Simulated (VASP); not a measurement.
# Hg (Im-3m) in VASP: a series of runs

Runs on Hg. Level: PBE. Tasks: single point, relaxation of cell and atoms.

All numbers are computed with VASP 6.6.1; they aren't measurements. Logs are shortened: lines on timing, memory, paths and dates and some standing lists are left out, and cuts for length are marked.

## 1. The cell of the first run

It takes space group Im-3m (No. 229, cubic). The conventional cell has a = 2.970 Å, b = 2.970 Å, c = 2.970 Å, α = 90.00°, β = 90.00°, γ = 90.00°. Within 3.4 Å of Hg (site symmetry m-3m) lie 14 Hg at 2.57 to 2.97 Å.

## 2. Single point, PBE (13.10 Å³/atom)

INCAR reads:

```
SYSTEM = Hg
PREC = Accurate
ENCUT = 500
EDIFF = 1E-6
ISMEAR = -1
SIGMA = 0.1
LREAL = .FALSE.
LASPH = .TRUE.
NELM = 120
ALGO = Normal
ISIF = 2
LWAVE = .FALSE.
LCHARG = .FALSE.
GGA = PE
NBANDS = 12
GGA_COMPAT = .FALSE.
```

KPOINTS reads:

```
Automatic mesh
0
G
  14 14 14
  0 0 0
```

POSCAR reads:

```
Hg
1.0
   -1.4849399696      1.4849399696      1.4849399696
    1.4849399696     -1.4849399696      1.4849399696
    1.4849399696      1.4849399696     -1.4849399696
Hg
1
Direct
    0.0000000000      0.0000000000      0.0000000000
```

Potentials or basis: VASP PAW PBE potentials, release 64 (Hg).

Started as:

```bash
$ cat potpaw_PBE.64/Hg/POTCAR > POTCAR
$ mpirun -np 1 vasp_std > vasp.out
```

OUTCAR:

```text
SYSTEM = Hg
   PREC = Accurate
   ENCUT = 500
   EDIFF = 1E-6
   ISMEAR = -1
   LREAL = .FALSE.
   LASPH = .TRUE.
   NELM = 120
   ISIF = 2
   GGA = PE

 ion  position               nearest neighbor table
   1  0.000  0.000  0.000-

  LATTYP: Found a body centered cubic cell.
 ALAT       =     2.9698799392

  Lattice vectors:

 A1 = (  -1.4849399696,   1.4849399696,   1.4849399696)
 A2 = (   1.4849399696,  -1.4849399696,   1.4849399696)
 A3 = (   1.4849399696,   1.4849399696,  -1.4849399696)

Analysis of symmetry for initial positions (statically):
=====================================================================
 Subroutine PRICEL returns:
 Original cell was already a primitive cell.

 Routine SETGRP: Setting up the symmetry group for a
 body centered cubic supercell.

 Subroutine GETGRP returns: Found 48 space group operations
 (whereof 48 operations were pure point group operations)
 out of a pool of 48 trial point group operations.

The static configuration has the point symmetry O_h .

Analysis of symmetry for dynamics (positions and initial velocities):
=====================================================================
 Subroutine PRICEL returns:
 Original cell was already a primitive cell.

 Routine SETGRP: Setting up the symmetry group for a
 body centered cubic supercell.

 Subroutine GETGRP returns: Found 48 space group operations
 (whereof 48 operations were pure point group operations)
 out of a pool of 48 trial point group operations.

The dynamic configuration has the point symmetry O_h .

 Subroutine INISYM returns: Found 48 space group operations
 (whereof 48 operations are pure point group operations),
 and found     1 'primitive' translations

----------------------------------------------------------------------------------------

                                     Primitive cell

  volume of cell :      13.0974

  direct lattice vectors                    reciprocal lattice vectors
    -1.484939970  1.484939970  1.484939970     0.000000000  0.336713948  0.336713948
     1.484939970 -1.484939970  1.484939970     0.336713948  0.000000000  0.336713948
     1.484939970  1.484939970 -1.484939970     0.336713948  0.336713948  0.000000000

  length of vectors
     2.571991474  2.571991474  2.571991474     0.476185432  0.476185432  0.476185432

  position of ions in fractional coordinates (direct lattice)
     0.000000000  0.000000000  0.000000000

  ion indices of the primitive-cell ions
   primitive index   ion index
                 1           1

----------------------------------------------------------------------------------------

 KPOINTS: Automatic mesh

Automatic generation of k-mesh.
 Grid dimensions read from file:
 generate k-points for:   14   14   14

 Generating k-lattice:

  Cartesian coordinates                     Fractional coordinates (reciprocal lattice)
     0.000000000  0.024050996  0.024050996     0.071428571  0.000000000  0.000000000
     0.024050996  0.000000000  0.024050996     0.000000000  0.071428571  0.000000000
     0.024050996  0.024050996  0.000000000     0.000000000  0.000000000  0.071428571

  Length of vectors
     0.034013245  0.034013245  0.034013245

  Shift w.r.t. Gamma in fractional coordinates (k-lattice)
     0.000000000  0.000000000  0.000000000

 Subroutine IBZKPT returns following result:
 ===========================================

 Found    104 irreducible k-points:

 Following reciprocal coordinates:
            Coordinates               Weight
  0.000000  0.000000  0.000000      1.000000
  0.071429  0.000000  0.000000     12.000000
  0.142857  0.000000  0.000000     12.000000
  0.214286  0.000000  0.000000     12.000000
  0.285714  0.000000  0.000000     12.000000
  0.357143  0.000000  0.000000     12.000000
[... 16 lines left out ...]
  0.285714  0.285714  0.000000     24.000000
  0.357143  0.285714  0.000000     24.000000
 [... further k-points ...]
   k-points           NKPTS =    104   k-points in BZ     NKDIM =    104   number of bands    NBANDS=     12
   number of dos      NEDOS =    301   number of ions     NIONS =      1
   total plane-waves  NPLWV =   8000
   dimension x,y,z NGX =    20 NGY =   20 NGZ =   20
   dimension x,y,z NGXF=    40 NGYF=   40 NGZF=   40
   ions per type =               1
   NGX,Y,Z   is equivalent  to a cutoff of  12.93, 12.93, 12.93 a.u.
   NGXF,Y,Z  is equivalent  to a cutoff of  25.85, 25.85, 25.85 a.u.
 SYSTEM =  Hg
   PREC   = accura    normal or accurate (medium, high low for compatibility)
   ISTART =      0    job   : 0-new  1-cont  2-samecut
   ICHARG =      2    charge: 1-file 2-atom 10-const
   ISPIN  =      1    spin polarized calculation?
   LNONCOLLINEAR =      F non collinear calculations
   LSORBIT =      F    spin-orbit coupling
   LASPH  =      T    aspherical Exc in radial PAW
   ENCUT  =  500.0 eV  36.75 Ry    6.06 a.u.   4.69  4.69  4.69*2*pi/ulx,y,z
   NELM   =    120;   NELMIN=  2; NELMDL= -5     # of ELM steps
   EDIFF  = 0.1E-05   stopping-criterion for ELM
   LREAL  =      F    real-space projection
   EDIFFG = 0.1E-04   stopping-criterion for IOM
   NSW    =      0    number of steps for IOM
   IBRION =     -1    ionic relax: 0-MD 1-quasi-New 2-CG
   NFREE  =      0    steps in history (QN), initial steepest desc. (CG)
   ISIF   =      2    stress and relaxation
   ISYM   =      2    0-nonsym 1-usesym 2-fastsym
   POTIM  = 0.5000    time-step for ionic-motion
   TEBEG  =    0.0;   TEEND  =   0.0 temperature during run
   PSTRESS=    0.0 pullay stress
   NELECT =      12.0000    total number of electrons
   NUPDOWN=      -1.0000    fix difference up-down
   EMIN   =  10.00;   EMAX   =-10.00  energy-range for DOS
   EFERMI =   0.00;   METHOD = LEGACY
   ISMEAR =    -1;   SIGMA  =   0.10  broadening in eV -4-tet -1-fermi 0-gaus
   EFERMI_NEDOS =   21; number of points for ismear=-14 and -15
   IALGO  =     38    algorithm
   IMIX   =      4    mixing-type and parameters
     AMIX     =   0.40;   BMIX     =  1.00
     AMIX_MAG =   1.60;   BMIX_MAG =  1.00
  volume/ion in A,a.u.               =      13.10        88.39
  Fermi-wavevector in a.u.,A,eV,Ry     =   1.590034  3.004728 34.398350  2.528207
  Thomas-Fermi vector in A             =   2.688791
   LORBIT       =      0    0 simple, 1 ext, 2 COOP (PROOUT), +10 PAW based schemes
   GGA     = PE    functional components
   LHFCALC =     F    Hartree Fock is set to
   AEXX    =    0.0000 exact exchange contribution
   IVDW    =     0    specifies the selected vdW correction
   LEPSILON=     F    determine dielectric tensor
   LRPA    =     F    only Hartree local field effects (RPA)
 non-spin polarized calculation
  energy-cutoff  :      500.00
  volume of cell :       13.10
 maximum number of plane-waves:       370
   NGX =  9   NGY =  9   NGZ =  9

 number of electron      12.0000003 magnetization

 Free energy of the ion-electron system (eV)
  ---------------------------------------------------
  ext. energy  EPLUGINS =         0.00000000
  ---------------------------------------------------
  free energy    TOTEN  =         3.29646981 eV

  energy without entropy =        3.30504688  energy(sigma->0) =        3.30075835

 E-fermi :  10.9819     XC(G=0): -14.3764

 val. band max:       10.9110701447   @ k =  -0.4286  -0.4286   0.0714
 cond. band min:      10.9843824861   @ k =   0.5000   0.0000   0.0000
 fundamental gap:      0.0733123413
 Fermi energy:        10.9819291505

 k-point     1 :       0.0000    0.0000    0.0000
  band No.  band energies     occupation
      1      -6.0292      2.00000
      2      -0.8412      2.00000
      3      -0.8412      2.00000
      4      -0.8412      2.00000
      5       1.7352      2.00000
      6       1.7352      2.00000
      7      25.8773      0.00000
      8      25.8773      0.00000
      9      25.8773      0.00000
     10      35.2344      0.00000
     11      35.2344      0.00000
     12      36.4550      0.00000

 k-point     2 :       0.0714    0.0000    0.0000
  band No.  band energies     occupation
      1      -5.7945      2.00000
      2      -0.9213      2.00000
      3      -0.8313      2.00000
      4      -0.6600      2.00000
      5       1.6378      2.00000
      6       1.7417      2.00000
      7      25.8351      0.00000
      8      25.9245      0.00000
      9      26.1722      0.00000
     10      33.1060      0.00000
     11      33.7462      0.00000
     12      35.5109      0.00000

 k-point     3 :       0.1429    0.0000    0.0000
  band No.  band energies     occupation
      1      -5.1357      2.00000
      2      -1.1403      2.00000
      3      -0.8019      2.00000
      4      -0.1328      2.00000
      5       1.4338      2.00000
      6       1.7641      2.00000
      7      25.1197      0.00000
      8      25.7223      0.00000
      9      27.0108      0.00000
     10      31.5140      0.00000
     11      31.5383      0.00000
     12      33.3076      0.00000

 k-point     4 :       0.2143    0.0000    0.0000
  band No.  band energies     occupation
      1      -4.2490      2.00000
      2      -1.4436      2.00000
      3      -0.6526      2.00000
      4       0.6878      2.00000
      5       1.3074      2.00000
      6       1.8072      2.00000
      7      22.7040      0.00000
      8      24.6810      0.00000
      9      28.2579      0.00000
     10      30.6331      0.00000
     11      30.7765      0.00000
     12      31.7234      0.00000

 k-point     5 :       0.2857    0.0000    0.0000
  band No.  band energies     occupation
      1      -3.6148      2.00000
      2      -1.7640      2.00000
      3       0.0554      2.00000
      4       1.3607      2.00000
      5       1.7012      2.00000
      6       1.8706      2.00000
      7      19.2688      0.00000
      8      23.2048      0.00000
      9      27.9558      0.00000
     10      29.6951      0.00000
     11      31.0773      0.00000
     12      33.3192      0.00000
[... 228 lines left out ...]
      1      -2.7101      2.00000
      2      -1.6823      2.00000
      3      -0.1990      2.00000
      4       1.4511      2.00000
      5       2.2313      2.00000
      6       6.5945      2.00000
      7      14.2043      0.00000
      8      17.8854      0.00000
      9      23.4215      0.00000
     10      30.1128      0.00000
     11      33.7032      0.00000
     12      38.2317      0.00000

 k-point    22 :       0.3571    0.2143    0.0000
  band No.  band energies     occupation
      1      -2.7751      2.00000
      2      -1.7613      2.00000
      3       0.1643      2.00000
      4       1.5957      2.00000
      5       2.4191      2.00000
      6       8.7389      2.00000
      7      11.5497      0.00682
      8      16.9940      0.00000
      9      23.0580      0.00000
     10      30.9351      0.00000
     11      32.9673      0.00000
     12      38.2648      0.00000

 k-point    23 :       0.2857    0.2857    0.0000
  band No.  band energies     occupation
      1      -2.5954      2.00000
      2      -1.4231      2.00000
      3      -0.4089      2.00000
      4       1.6711      2.00000
      5       2.2339      2.00000
      6       8.8616      2.00000
      7      12.7730      0.00000
      8      15.4308      0.00000
      9      23.4275      0.00000
     10      30.5202      0.00000
     11      32.7378      0.00000
     12      40.7279      0.00000

 k-point    24 :       0.3571    0.2857    0.0000
  band No.  band energies     occupation
      1      -2.5753      2.00000
      2      -1.2762      2.00000
      3      -0.5254      2.00000
      4       1.8325      2.00000
      5       2.1948      2.00000
      6      10.7931      1.73708
      7      11.3870      0.03423
      8      14.2852      0.00000
      9      23.4603      0.00000
     10      31.0633      0.00000
     11      31.9362      0.00000
     12      40.7235      0.00000

 [... further k-points ...]

------------------------ aborting loop because EDIFF is reached ----------------------------------------

  FORCE on cell =-STRESS in cart. coord.  units (eV):
  Direction    XX          YY          ZZ          XY          YZ          ZX
  --------------------------------------------------------------------------------------
  -------------------------------------------------------------------------------------
  Total       15.0717225     15.0717225     15.0717225     -0.0000000      0.0000000     -0.0000000
  in kB     1843.6852785   1843.6852785   1843.6852785     -0.0000000      0.0000000     -0.0000000
  external PRESSURE =    1843.6852785 kB  Pullay stress =       0.0000000 kB

 VOLUME and BASIS-vectors are now :
 -----------------------------------------------------------------------------
  energy-cutoff  :      500.00
  volume of cell :       13.10
      direct lattice vectors                 reciprocal lattice vectors
    -1.484939970  1.484939970  1.484939970     0.000000000  0.336713948  0.336713948
     1.484939970 -1.484939970  1.484939970     0.336713948  0.000000000  0.336713948
     1.484939970  1.484939970 -1.484939970     0.336713948  0.336713948  0.000000000

 POSITION                                       TOTAL-FORCE (eV/Angst)
 -----------------------------------------------------------------------------------
      0.00000      0.00000      0.00000         0.000000     -0.000000      0.000000
 -----------------------------------------------------------------------------------
    total drift:                                0.000000     -0.000000      0.000000

  FREE ENERGIE OF THE ION-ELECTRON SYSTEM (eV)
  ---------------------------------------------------
  free  energy   TOTEN  =         3.2964698109 eV

  energy  without entropy=        3.3050468826  energy(sigma->0) =        3.30075835
```

It took 25 s on 1 thread of Intel Xeon 8259CL, shared host; peak memory 0.14 GiB.

What came out:

| Item | Value |
| --- | --- |
| Free energy | 3.2965 eV |
| Pressure | 184.4 GPa |
| Band gap on the k mesh | zero (bands 6 and 7 overlap by 3.20 eV) |

Caveat: the cell stands under pressure; spin-orbit coupling is left out, which moves the levels of the heavy elements.

(Part 1 of 2 ends here.)

The gap in the log of VASP goes by the Fermi energy; the results here count the filled bands.